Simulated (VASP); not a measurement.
# Re (Fm-3m) in VASP: density of states with PBE

Aim: the density of states of Re with PBE.

Everything below comes from runs of VASP 6.6.1. Logs are shortened: lines on timing, memory, paths and dates and some standing lists are left out, and cuts for length are marked.

## (1) The cell of the first run

Symmetry: Fm-3m, No. 225, cubic system. The conventional cell has a = 3.915 Å, b = 3.915 Å, c = 3.915 Å, α = 90.00°, β = 90.00°, γ = 90.00°. Re (site symmetry m-3m) has 12 Re at 2.77 Å within 3.6 Å.

## (2) Density of states, PBE, non-collinear spin, zero start, spin-orbit coupling

POSCAR reads:

```
Re
1.0
   -1.3840237454      1.3840237454      1.9573009285
    1.3840237454     -1.3840237454      1.9573009285
    1.3840237454      1.3840237454     -1.9573009285
Re
1
Direct
    0.0000000000      0.0000000000      0.0000000000
```

INCAR.step1 reads:

```
SYSTEM = Re
ALGO     = Normal         ! electronic algorithm
EDIFF    = 1E-6           ! SCF threshold, eV
ENCUT    = 520            ! plane-wave cutoff, eV
GGA      = PE             ! functional
GGA_COMPAT= .False.      
ISIF     = 2              ! what is computed and relaxed
ISMEAR   = 0              ! smearing method
KPAR     = 4            
LASPH    = .True.         ! aspherical terms in the spheres
LCHARG   = .True.         ! write CHGCAR
LMAXMIX  = 4              ! l up to which the mixer works
LORBIT   = 11             ! projections on sites
LORBMOM  = .True.       
LREAL    = .False.        ! projectors in reciprocal space
LSORBIT  = .True.         ! spin-orbit coupling
LWAVE    = .False.        ! write WAVECAR
MAGMOM   = 0 0 0          ! initial moments
NBANDS   = 18             ! bands
NEDOS    = 2001           ! points of the DOS
NELM     = 200            ! most SCF steps
PREC     = Accurate       ! precision mode
SIGMA    = 0.1            ! smearing width, eV
```

KPOINTS.step1 reads:

```
k-points
0
Gamma
  28 28 28
  0 0 0
```

INCAR.step2 reads:

```
SYSTEM = Re
ALGO     = Normal         ! electronic algorithm
EDIFF    = 1E-6           ! SCF threshold, eV
ENCUT    = 520            ! plane-wave cutoff, eV
GGA      = PE             ! functional
GGA_COMPAT= .False.      
ICHARG   = 11             ! starting density
ISIF     = 2              ! what is computed and relaxed
ISMEAR   = -5             ! smearing method
KPAR     = 4            
LASPH    = .True.         ! aspherical terms in the spheres
LCHARG   = .False.        ! write CHGCAR
LMAXMIX  = 4              ! l up to which the mixer works
LORBIT   = 11             ! projections on sites
LORBMOM  = .True.       
LREAL    = .False.        ! projectors in reciprocal space
LSORBIT  = .True.         ! spin-orbit coupling
LWAVE    = .False.        ! write WAVECAR
MAGMOM   = 0 0 0          ! initial moments
NBANDS   = 18             ! bands
NEDOS    = 2001           ! points of the DOS
NELM     = 200            ! most SCF steps
PREC     = Accurate       ! precision mode
SIGMA    = 0.1            ! smearing width, eV
```

KPOINTS.step2 reads:

```
k-points
0
Gamma
  42 42 42
  0 0 0
```

Potentials or basis: VASP PAW PBE potentials, release 64 (Re).

Run with:

```sh
$ cat potpaw_PBE.64/Re/POTCAR > POTCAR
$ cp INCAR.step1 INCAR
$ cp KPOINTS.step1 KPOINTS
$ mpirun -np 4 vasp_ncl > vasp.out
$ cp INCAR.step2 INCAR
$ cp KPOINTS.step2 KPOINTS
$ mpirun -np 4 vasp_ncl > vasp.out
```

OUTCAR:

```text
SYSTEM = Re
   EDIFF = 1E-6
   ENCUT = 520
   GGA = PE
   ICHARG = 11
   ISIF = 2
   ISMEAR = -5
   LASPH = .True.
   LORBIT = 11
   LREAL = .False.
   LSORBIT = .True.
   NELM = 200
   PREC = Accurate

 ion  position               nearest neighbor table
   1  0.000  0.000  0.000-

  LATTYP: Found a face centered cubic cell.
 ALAT       =     3.9146060799

  Lattice vectors:

 A1 = (   1.3840237454,  -1.3840237454,  -1.9573009285)
 A2 = (   1.3840237454,   1.3840237454,  -1.9573009285)
 A3 = (   2.7680474908,   0.0000000000,   0.0000000000)

Analysis of symmetry for initial positions (statically):
=====================================================================
 Subroutine PRICEL returns:
 Original cell was already a primitive cell.

 Routine SETGRP: Setting up the symmetry group for a
 face centered cubic supercell.

 Subroutine GETGRP returns: Found 48 space group operations
 (whereof 48 operations were pure point group operations)
 out of a pool of 48 trial point group operations.

The static configuration has the point symmetry O_h .

Analysis of symmetry for dynamics (positions and initial velocities):
=====================================================================
 Subroutine PRICEL returns:
 Original cell was already a primitive cell.

 Routine SETGRP: Setting up the symmetry group for a
 face centered cubic supercell.

 Subroutine GETGRP returns: Found 48 space group operations
 (whereof 48 operations were pure point group operations)
 out of a pool of 48 trial point group operations.

The dynamic configuration has the point symmetry O_h .

Analysis of structural, dynamic, and magnetic symmetry:
=====================================================================
 Subroutine PRICEL returns:
 Original cell was already a primitive cell.

 Routine SETGRP: Setting up the symmetry group for a
 face centered cubic supercell.

 Subroutine GETGRP returns: Found 48 space group operations
 (whereof 48 operations were pure point group operations)
 out of a pool of 48 trial point group operations.

The overall configuration has the point symmetry O_h .

 Subroutine INISYM returns: Found 48 space group operations
 (whereof 48 operations are pure point group operations),
 and found     1 'primitive' translations

----------------------------------------------------------------------------------------

                                     Primitive cell

  volume of cell :      14.9970

  direct lattice vectors                    reciprocal lattice vectors
    -1.384023745  1.384023745  1.957300929     0.000000000  0.361265478  0.255453820
     1.384023745 -1.384023745  1.957300929     0.361265478  0.000000000  0.255453820
     1.384023745  1.384023745 -1.957300929     0.361265478  0.361265478  0.000000000

  length of vectors
     2.768044505  2.768044505  2.768044505     0.442458360  0.442458360  0.510906539

  position of ions in fractional coordinates (direct lattice)
     0.000000000  0.000000000  0.000000000

  ion indices of the primitive-cell ions
   primitive index   ion index
                 1           1

----------------------------------------------------------------------------------------

 KPOINTS: k-points

Automatic generation of k-mesh.
 Grid dimensions read from file:
 generate k-points for:   42   42   42

 Generating k-lattice:

  Cartesian coordinates                     Fractional coordinates (reciprocal lattice)
     0.000000000  0.008601559  0.006082234     0.023809524  0.000000000  0.000000000
     0.008601559  0.000000000  0.006082234     0.000000000  0.023809524  0.000000000
     0.008601559  0.008601559  0.000000000     0.000000000  0.000000000  0.023809524

  Length of vectors
     0.010534723  0.010534723  0.012164441

  Shift w.r.t. Gamma in fractional coordinates (k-lattice)
     0.000000000  0.000000000  0.000000000

 TETIRR: Found  47466 inequivalent tetrahedra from   444528

 Subroutine IBZKPT returns following result:
 ===========================================

 Found   1903 irreducible k-points:

 Following reciprocal coordinates:
            Coordinates               Weight
  0.000000  0.000000  0.000000      1.000000
  0.023810 -0.000000  0.000000      8.000000
  0.047619 -0.000000  0.000000      8.000000
  0.071429  0.000000  0.000000      8.000000
  0.095238  0.000000 -0.000000      8.000000
  0.119048 -0.000000  0.000000      8.000000
[... 16 lines left out ...]
  0.023810  0.023810  0.000000     12.000000
  0.047619  0.023810 -0.000000     24.000000
 [... further k-points ...]
   k-points           NKPTS =   1903   k-points in BZ     NKDIM =   1903   number of bands    NBANDS=     18
   number of dos      NEDOS =   2001   number of ions     NIONS =      1
   total plane-waves  NPLWV =  13824
   dimension x,y,z NGX =    24 NGY =   24 NGZ =   24
   dimension x,y,z NGXF=    48 NGYF=   48 NGZF=   48
   ions per type =               1
   NGX,Y,Z   is equivalent  to a cutoff of  14.41, 14.41, 14.41 a.u.
   NGXF,Y,Z  is equivalent  to a cutoff of  28.83, 28.83, 28.83 a.u.
 SYSTEM =  Re
   PREC   = accura    normal or accurate (medium, high low for compatibility)
   ISTART =      0    job   : 0-new  1-cont  2-samecut
   ICHARG =     11    charge: 1-file 2-atom 10-const
   ISPIN  =      1    spin polarized calculation?
   LNONCOLLINEAR =      T non collinear calculations
   LSORBIT =      T    spin-orbit coupling
   LASPH  =      T    aspherical Exc in radial PAW
   ENCUT  =  520.0 eV  38.22 Ry    6.18 a.u.   5.15  5.15  5.15*2*pi/ulx,y,z
   NELM   =    200;   NELMIN=  2; NELMDL=  0     # of ELM steps
   EDIFF  = 0.1E-05   stopping-criterion for ELM
   LREAL  =      F    real-space projection
   EDIFFG = 0.1E-04   stopping-criterion for IOM
   NSW    =      0    number of steps for IOM
   IBRION =     -1    ionic relax: 0-MD 1-quasi-New 2-CG
   NFREE  =      0    steps in history (QN), initial steepest desc. (CG)
   ISIF   =      2    stress and relaxation
   ISYM   =      2    0-nonsym 1-usesym 2-fastsym
   POTIM  = 0.5000    time-step for ionic-motion
   TEBEG  =    0.0;   TEEND  =   0.0 temperature during run
   PSTRESS=    0.0 pullay stress
   NELECT =       7.0000    total number of electrons
   NUPDOWN=      -1.0000    fix difference up-down
   EMIN   =  10.00;   EMAX   =-10.00  energy-range for DOS
   EFERMI =   0.00;   METHOD = LEGACY
   ISMEAR =    -5;   SIGMA  =   0.10  broadening in eV -4-tet -1-fermi 0-gaus
   EFERMI_NEDOS =   21; number of points for ismear=-14 and -15
   IALGO  =     38    algorithm
   IMIX   =      4    mixing-type and parameters
     AMIX     =   0.40;   BMIX     =  1.00
     AMIX_MAG =   1.60;   BMIX_MAG =  1.00
  volume/ion in A,a.u.               =      15.00       101.20
  Fermi-wavevector in a.u.,A,eV,Ry     =   1.269909  2.399780 21.941694  1.612669
  Thomas-Fermi vector in A             =   2.402925
   LORBIT       =     11    0 simple, 1 ext, 2 COOP (PROOUT), +10 PAW based schemes
   GGA     = PE    functional components
   LHFCALC =     F    Hartree Fock is set to
   AEXX    =    0.0000 exact exchange contribution
   IVDW    =     0    specifies the selected vdW correction
   LEPSILON=     F    determine dielectric tensor
   LRPA    =     F    only Hartree local field effects (RPA)
 Fermi weights with tetrahedron method with Bloechl corrections
  energy-cutoff  :      520.00
  volume of cell :       15.00
 maximum number of plane-waves:       838
 NGX is ok and might be reduce to    24

 number of electron       7.0000001 magnetization       0.0000000      0.0000000      0.0000000

 Free energy of the ion-electron system (eV)
  ---------------------------------------------------
  ext. energy  EPLUGINS =         0.00000000
  ---------------------------------------------------
  free energy    TOTEN  =       -12.68809982 eV

  energy without entropy =      -12.68809982  energy(sigma->0) =      -12.68809982

 E-fermi :   7.9554     XC(G=0): -13.6245

 val. band max:        7.9571304899   @ k =   0.2381   0.2381   0.0714
 cond. band min:       7.9372521383   @ k =   0.1667   0.1429   0.0000
 fundamental gap:     -0.0198783516
 Fermi energy:         7.9554058779

 k-point     1 :       0.0000    0.0000    0.0000
  band No.  band energies     occupation
      1      -2.0758      1.00000
      2      -2.0758      1.00000
      3       5.8158      1.00000
      4       5.8158      1.00000
      5       5.8158      1.00000
      6       5.8158      1.00000
[... 10 lines left out ...]
     17      27.5052      0.00000
     18      27.5071      0.00000
[... 463 lines left out ...]
 k-point    24 :       0.0476    0.0238   -0.0000
  band No.  band energies     occupation
      1      -1.9128      1.00000
      2      -1.9128      1.00000
      3       5.7586      1.00000
      4       5.7586      1.00000
      5       5.8826      1.00000
      6       5.8826      1.00000
[... 10 lines left out ...]
     17      27.5274      0.00000
     18      27.7161      0.00000

 [... further k-points ...]
[... 5 lines left out ...]
  --------------------------------------------------------------------------------------
  -------------------------------------------------------------------------------------
  Total       -0.0088583     -0.0088583     -0.0088583      0.0000000     -0.0000000      0.0000000
  in kB       -0.9463647     -0.9463647     -0.9463606      0.0000000     -0.0000000      0.0000000
  external PRESSURE =      -0.9463633 kB  Pullay stress =       0.0000000 kB

 VOLUME and BASIS-vectors are now :
 -----------------------------------------------------------------------------
  energy-cutoff  :      520.00
  volume of cell :       15.00
      direct lattice vectors                 reciprocal lattice vectors
    -1.384023745  1.384023745  1.957300929     0.000000000  0.361265478  0.255453820
     1.384023745 -1.384023745  1.957300929     0.361265478  0.000000000  0.255453820
     1.384023745  1.384023745 -1.957300929     0.361265478  0.361265478  0.000000000

 POSITION                                       TOTAL-FORCE (eV/Angst)
 -----------------------------------------------------------------------------------
      0.00000      0.00000      0.00000        -0.000000      0.000000     -0.000000
 -----------------------------------------------------------------------------------
    total drift:                               -0.000000     -0.000000      0.000000

  FREE ENERGIE OF THE ION-ELECTRON SYSTEM (eV)
  ---------------------------------------------------
  free  energy   TOTEN  =       -12.6880998191 eV

  energy  without entropy=      -12.6880998191  energy(sigma->0) =      -12.68809982

 orbital moment (x)

 # of ion     p       d       tot
 ----------------------------------------
  1        -0.000   0.000   0.000
 ----------------------------------------
           -0.000   0.000   0.000

 orbital moment (y)

 # of ion     p       d       tot
 ----------------------------------------
  1         0.000  -0.000  -0.000
 ----------------------------------------
            0.000  -0.000  -0.000

 orbital moment (z)

 # of ion     p       d       tot
 ----------------------------------------
  1        -0.000   0.000  -0.000
 ----------------------------------------
           -0.000   0.000  -0.000

 Spin-Orbit-Coupling matrix elements

 Ion:    1  E_soc:     -0.6582015
 l=   1
     0.0000000    -0.0415654    -0.0415654
    -0.0415654     0.0000000    -0.0415654
    -0.0415654    -0.0415654     0.0000000
 l=   2
     0.0000000    -0.0137860     0.0000000    -0.0137860    -0.0551440
    -0.0137860     0.0000000    -0.0413579    -0.0129908    -0.0129909
     0.0000000    -0.0413579     0.0000000    -0.0413579     0.0000000
    -0.0137860    -0.0129908    -0.0413579     0.0000000    -0.0129909
    -0.0551440    -0.0129909     0.0000000    -0.0129909     0.0000000
 l=   3
     0.0000000     0.0000000     0.0000000     0.0000000     0.0000000     0.0000000     0.0000000
     0.0000000     0.0000000     0.0000000     0.0000000     0.0000000     0.0000000     0.0000000
     0.0000000     0.0000000     0.0000000     0.0000000     0.0000000     0.0000000     0.0000000
     0.0000000     0.0000000     0.0000000     0.0000000     0.0000000     0.0000000     0.0000000
     0.0000000     0.0000000     0.0000000     0.0000000     0.0000000     0.0000000     0.0000000
     0.0000000     0.0000000     0.0000000     0.0000000     0.0000000     0.0000000     0.0000000
     0.0000000     0.0000000     0.0000000     0.0000000     0.0000000     0.0000000     0.0000000

 total charge

# of ion       s       p       d       tot
------------------------------------------
    1        0.615   0.680   4.772   6.067

 magnetization (x)

# of ion       s       p       d       tot
------------------------------------------
    1       -0.000   0.000  -0.000  -0.000

 magnetization (y)

# of ion       s       p       d       tot
------------------------------------------
    1       -0.000   0.000   0.000  -0.000

 magnetization (z)

# of ion       s       p       d       tot
------------------------------------------
    1        0.000   0.000   0.000   0.000
```

Wall time 4.6 min (4 MPI ranks of AMD EPYC 9R45 (Zen 5), shared host); peak memory 0.89 GiB.

Results:

```
Net moment                                            : 0.00 μB per cell
Valence electrons inside the program's atomic spheres : Re 6.07
```

Moments on the atoms (μB; x, y, z):
```
Re  0.00 0.00 0.00
```
